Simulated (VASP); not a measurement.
Input of a VASP 6.6.1 run:

File INCAR:

```
PREC     = Accurate       # precision mode
ENCUT    = 520            # plane-wave cutoff, eV
EDIFF    = 1E-6           # SCF threshold, eV
ISMEAR   = 0              # smearing method
SIGMA    = 0.05           # smearing width, eV
LREAL    = False          # projectors in reciprocal space
LASPH    = True           # aspherical terms in the spheres
NELM     = 100            # most SCF steps
ALGO     = Normal         # electronic algorithm
ISIF     = 2              # what is computed and relaxed
LWAVE    = False          # write WAVECAR
LCHARG   = True           # write CHGCAR
GGA      = PE             # functional
LELF     = True           # ELF
LVHAR    = True         
NBANDS   = 26             # bands
```

The input KPOINTS:

```
Automatic mesh
0
Gamma
  10 10 3
```

Contents of POSCAR:

```
SiC
1.0
   -3.0941201809      0.0000000000      0.0000000000
   -1.5470600905     -2.6795866790      0.0000000000
   -1.2376480724      0.0000000000     10.1293391998
Si C
4 4
Direct
    0.4290489916      0.6666666667      0.5940441877
    0.2957156583      0.3333333333      0.0940441877
    0.8623601774      1.0000000000      0.3440995566
    0.6623601774      1.0000000000      0.8440995566
    0.5042636883      0.6666666667      0.4060074460
   -0.0290696451      0.3333333333      0.9060074460
   -0.0626591239      0.0000000000      0.1566478097
   -0.2626591239      0.0000000000      0.6566478097
```

Potentials or basis: VASP PAW PBE potentials, release 64 (Si, C).

Run with:

```console
$ cat potpaw_PBE.64/Si/POTCAR potpaw_PBE.64/C/POTCAR > POTCAR
$ mpirun -np 1 vasp_std > vasp.out
```

(1) What does it give for the largest force?

(2) What does it give for the band gap on the k mesh?

(3) What does it give for the pressure?

Answers

(1) 1.721 eV/Å.

(2) 0.49 eV (least direct gap 1.13 eV).

(3) -1.4 GPa.

Caveat: the cell differs from its parent crystal (the part above a cut slid along it); the stress differs along the axes, from -8 to 4 GPa; semilocal functionals underestimate gaps, and a narrow one can read as zero; forces of over 1 eV/Å act on the atoms, so gaps and moduli don't describe the material at rest.
